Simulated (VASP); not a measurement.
Input of a VASP 6.6.1 run:

Contents of INCAR:

```
SYSTEM = NiO2
PREC     = Accurate       ! precision mode
ENCUT    = 700            ! plane-wave cutoff, eV
EDIFF    = 1E-6           ! SCF threshold, eV
ISMEAR   = 0              ! smearing method
SIGMA    = 0.05           ! smearing width, eV
LREAL    = .False.        ! projectors in reciprocal space
LASPH    = .True.         ! aspherical terms in the spheres
NELM     = 120            ! most SCF steps
ALGO     = Normal         ! electronic algorithm
ISIF     = 2              ! what is computed and relaxed
LWAVE    = .False.        ! write WAVECAR
LCHARG   = .False.        ! write CHGCAR
GGA      = CA             ! functional
NBANDS   = 22             ! bands
GGA_COMPAT= .False.
```

Contents of KPOINTS:

```
regular mesh
0
Gamma
  12 12 6
  0 0 0
```

POSCAR

```
NiO2
1.0
    2.7627792314      0.0000000000      0.0000000000
   -1.3813896157      2.3926369995      0.0000000000
    0.0000000000      0.0000000000      4.2061363981
Ni O
1 2
Direct
    0.0000000000      0.0000000000      0.5000000000
    0.6666666667      0.3333333333      0.7067356968
    0.3333333333      0.6666666667      0.2932643032
```

Potentials or basis: VASP PAW LDA potentials, release 64 (Ni_sv_GW, O).

Launch:

```console
$ cat potpaw_LDA.64/Ni_sv_GW/POTCAR potpaw_LDA.64/O/POTCAR > POTCAR
$ mpirun -np 1 vasp_std > vasp.out
```

Question: Predict the pressure.

Answer: 10.0 GPa.

Question: Predict the band gap on the k mesh.

Answer: 0.77 eV (least direct gap 1.18 eV).

Question: Predict the largest force.

Answer: 1.177 eV/Å.

Forces on the atoms (eV/Å):
```
Ni   0.000  0.000  0.000
O    0.000  0.000  1.177
O    0.000  0.000 -1.177
```

Caveat: the cell stands under pressure; semilocal functionals underestimate gaps, and a narrow one can read as zero; the run has no spin polarisation, though such a crystal can be magnetic; forces of over 1 eV/Å act on the atoms, so gaps and moduli don't describe the material at rest. A k mesh can miss the band edges.
